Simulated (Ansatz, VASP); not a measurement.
**Na4Bi in VASP and in Ansatz**

```xyz
5
Lattice="-3.7075 3.7075 3.7075 3.7075 -3.7075 3.7075 3.7075 3.7075 -3.7075" Properties=species:S:1:pos:R:3 pbc="T T T"
Na    1.8538    1.8538    1.8538
Na   -1.8538    1.8538    1.8538
Na    1.8538    1.8538   -1.8538
Na    1.8538   -1.8538    1.8538
Bi    0.0000    0.0000    0.0000
```

Change from the starting cell: species swapped into the GeF4 type (I-43m, No. 217).

Alike in both runs: functional PBE; k mesh 8 × 8 × 8; occupations gaussian, width 0.1 eV; no spin polarisation.

Ansatz relaxed the structure, and its values are those at the end. VASP's run is a single point on that final structure, the one shown.

|  | VASP | Ansatz |
| --- | --- | --- |
| version | VASP 6.6.1 | Ansatz 0.2.0 |
| potentials or method | VASP PAW PBE potentials, release 64 (Na_pv, Bi_d), cutoff 520 eV | scalar-relativistic, plane waves, PAW |
| valence electrons in the cell | 43 | 51 |

|  | VASP | Ansatz | Ansatz less VASP |
| --- | --- | --- | --- |
| gap on the k mesh at the Fermi level (eV) | none | none | - |
| pressure (GPa) | 0.0 | 0.0 | +0.03 |

A gap of «none» marks a metal or a gap that the smearing closes. With one functional, cell and mesh, what is left measures potentials, basis and numerics. VASP's potentials hold 43 valence electrons a cell and Ansatz's 51, so a difference there can come from the potentials and not from the codes.

Neither program's run includes spin-orbit coupling.
